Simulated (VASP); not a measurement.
Input of a VASP 6.6.1 run:

Contents of INCAR:

```
ALGO = Normal
EDIFF = 1E-6
ENCUT = 520
GGA = RP
ISIF = 2
ISMEAR = -1
LASPH = T
LCHARG = T
LELF = T
LREAL = F
LVHAR = T
LWAVE = F
NBANDS = 14
NELM = 80
PREC = Accurate
SIGMA = 0.05
```

Contents of KPOINTS:

```
k-points
0
Gamma
  8 8 8
```

File POSCAR:

```
NaCl
1.0
    3.5021900000      0.0000000000      0.0000000000
    0.0000000000      3.5021900000      0.0000000000
    0.0000000000      0.0000000000      3.5021900000
Cl Na
1 1
Direct
    0.5000000000      0.5000000000      0.5000000000
    0.0000000000      0.0000000000      0.0000000000
```

Potentials or basis: VASP PAW PBE potentials, release 64 (Cl, Na_pv).

Command:

```bash
$ cat potpaw_PBE.64/Cl/POTCAR potpaw_PBE.64/Na_pv/POTCAR > POTCAR
$ mpirun -np 1 vasp_std > vasp.out
```

Problem. What does it give for the band gap on the k mesh?

Solution. 4.27 eV (least direct gap 4.75 eV).

Problem. Estimate the pressure.

Solution. 1.9 GPa.

Caveat: the PAW data sets were made with another functional, which shifts forces and pressure a little. A k mesh can miss the band edges.
